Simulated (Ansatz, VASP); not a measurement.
# LaTe: VASP beside Ansatz

```
La Te
1.0
     0.00000    3.25325    3.25325
     3.25325    0.00000    3.25325
     3.25325    3.25325    0.00000
La Te
1 1
Cartesian
  0.0000 0.0000 0.0000
  3.2533 3.2533 3.2533
```

Change from the starting cell: volume scaled by 1.04.

Alike in both runs: task single point; functional LDA; k mesh 10 × 10 × 10; occupations fermi-dirac, width 0.08 eV; no spin polarisation.

|  | VASP | Ansatz |
| --- | --- | --- |
| version | VASP 6.6.1 | Ansatz 0.2.0 |
| potentials or method | VASP PAW LDA potentials, release 64 (La, Te), cutoff 520 eV | all-electron LAPW, scalar-relativistic |

|  | VASP | Ansatz | Ansatz less VASP |
| --- | --- | --- | --- |
| pressure (GPa) | -4.1 | -4.1 | -0.01 |

LDA's correlation is that of Perdew and Zunger in VASP and of Perdew and Wang (1992) in Ansatz. Ansatz ran all-electron here, and VASP with PAW potentials.

Spin-orbit coupling is off throughout.
